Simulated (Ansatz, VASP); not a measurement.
**Two plane-wave programs on SiO2**

Contents of INCAR:

```
SYSTEM = SiO2
ALGO = Normal
EDIFF = 1E-6
ENCUT = 520
GGA = CA
ISIF = 2
ISMEAR = 0
LASPH = .TRUE.
LCHARG = .FALSE.
LREAL = .FALSE.
LWAVE = .FALSE.
NBANDS = 34
NELM = 80
PREC = Accurate
SIGMA = 0.05
```

KPOINTS

```
k-points
0
G
  6 6 4
  0 0 0
```

The input POSCAR:

```
SiO2
1.0
    5.1898593420      0.0000000000      0.0000000000
   -2.5949296710      4.4945500322      0.0000000000
    0.0000000000      0.0000000000      5.3591093439
Si O
3 6
Direct
    0.0000000000      0.5000000000      0.3333333333
    0.5000000000      0.5000000000      0.6666666667
    0.5000000000      0.0000000000      0.0000000000
    0.5843949021      0.7921974511      0.8333333333
    0.7921974511      0.5843949021      0.5000000000
    0.7921974511      0.2078025489      0.1666666667
    0.4156050979      0.2078025489      0.8333333333
    0.2078025489      0.4156050979      0.5000000000
    0.2078025489      0.7921974511      0.1666666667
```

Input for Ansatz:

```yaml
crystal:
  lattice:
    - [5.189859342, 0.0, 0.0]
    - [-2.594929671, 4.4945500322, 0.0]
    - [0.0, 0.0, 5.3591093439]
  atoms:
    - { symbol: Si, position: [0.0, 0.5, 0.3333333333] }
    - { symbol: Si, position: [0.5, 0.5, 0.6666666667] }
    - { symbol: Si, position: [0.5, 0.0, 0.0] }
    - { symbol: O, position: [0.5843949021, 0.7921974511, 0.8333333333] }
    - { symbol: O, position: [0.7921974511, 0.5843949021, 0.5] }
    - { symbol: O, position: [0.7921974511, 0.2078025489, 0.1666666667] }
    - { symbol: O, position: [0.4156050979, 0.2078025489, 0.8333333333] }
    - { symbol: O, position: [0.2078025489, 0.4156050979, 0.5] }
    - { symbol: O, position: [0.2078025489, 0.7921974511, 0.1666666667] }
basis:
  ecutwfc: 420
kpoints:
  mp_grid: { grid: [6, 6, 4] }
hamiltonian:
  xc: lda
scf:
  occupations: { method: gaussian, width: 0.05 }
output:
  forces: true
  stress: true
  eigenvalues: true
  write_density: true
  write_potential: true
  elf: true
  volumetric_format: npy
```

Change from the starting cell: strain +0.030 along x and y, -0.030 along z, atoms carried along.

Alike in both runs: task single point; functional LDA; k mesh 6 × 6 × 4; occupations gaussian, width 0.05 eV; no spin polarisation.

|  | VASP | Ansatz |
| --- | --- | --- |
| version | VASP 6.6.1 | Ansatz 0.2.0 |
| potentials or method | VASP PAW LDA potentials, release 64 (Si, O), cutoff 520 eV | scalar-relativistic, plane waves, PAW |
| valence electrons in the cell | 48 | 48 |

VASP gave:

```
gap on the k mesh at the Fermi level (eV)                     : 5.31
least direct gap on the mesh (eV)                             : 5.64
pressure (GPa)                                                : -4.8
traceless stress, the component that is largest in VASP (GPa) : 2.75
rms of the force components (eV/Å)                            : 0.134
```

Question: Estimate Ansatz's values.

Answer: gap on the k mesh at the Fermi level (eV): 5.31; least direct gap on the mesh (eV): 5.64; pressure (GPa): -5.3; traceless stress, the component that is largest in VASP (GPa): 2.75; rms of the force components (eV/Å): 0.137.

LDA's correlation is that of Perdew and Zunger in VASP and of Perdew and Wang (1992) in Ansatz. Atom by atom the forces differ by 0.003 eV/Å (rms over components).
